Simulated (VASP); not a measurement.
Wanted: the native input for a VASP 6.6.1 run.

```yaml
Task: single point
Functional: PBEsol
Potentials_or_basis: VASP PAW PBE potentials, release 64 (Mg, Se)
Cutoff: 600 eV
k_mesh: 6 × 6 × 6
Occupations: gaussian, width 0.1 eV
Spin: no spin polarisation
Dipole_correction: no
Further_INCAR_settings: ALGO = Normal; EDIFF = 1e-06; NBANDS = 11
```

The structure of MgSe lies in POSCAR:

```
MgSe
1.0
    0.0000000000      2.6943240946      2.6943240946
    2.6943240946      0.0000000000      2.6943240946
    2.6943240946      2.6943240946      0.0000000000
Mg Se
1 1
Direct
    0.0000000000      0.0000000000      0.0000000000
    0.5000000000      0.5000000000      0.5000000000
```

This cell differs from its parent crystal: Ca replaced by Mg, lengths x 0.929, strained.

These files were run (other wordings do the same):

INCAR

```
ALGO = Normal ; EDIFF = 1E-6
ENCUT = 600 ; GGA = PS
GGA_COMPAT = F ; ISIF = 2
ISMEAR = 0 ; LASPH = T
LCHARG = F ; LREAL = F
LWAVE = F ; NBANDS = 11
NELM = 120 ; PREC = Accurate
SIGMA = 0.1
```

KPOINTS

```
k-points
0
Gamma
  6 6 6
```

Potentials or basis: VASP PAW PBE potentials, release 64 (Mg, Se).

Command:

```bash
$ cat potpaw_PBE.64/Mg/POTCAR potpaw_PBE.64/Se/POTCAR > POTCAR
$ mpirun -np 1 vasp_std > vasp.out
```

Results of the run:

| Property | Result |
| --- | --- |
| Pressure | 2.3 GPa |
| Band gap on the k mesh | 1.81 eV (least direct gap 2.73 eV) |

Caveat: the cell differs from its parent crystal (Ca replaced by Mg, lengths x 0.929, strained); the PAW data sets were made with another functional, which shifts forces and pressure a little.

Run time: 7 s on 1 thread of AMD EPYC 7R13 Processor (Zen 3) (shared host), peak memory 0.14 GiB.
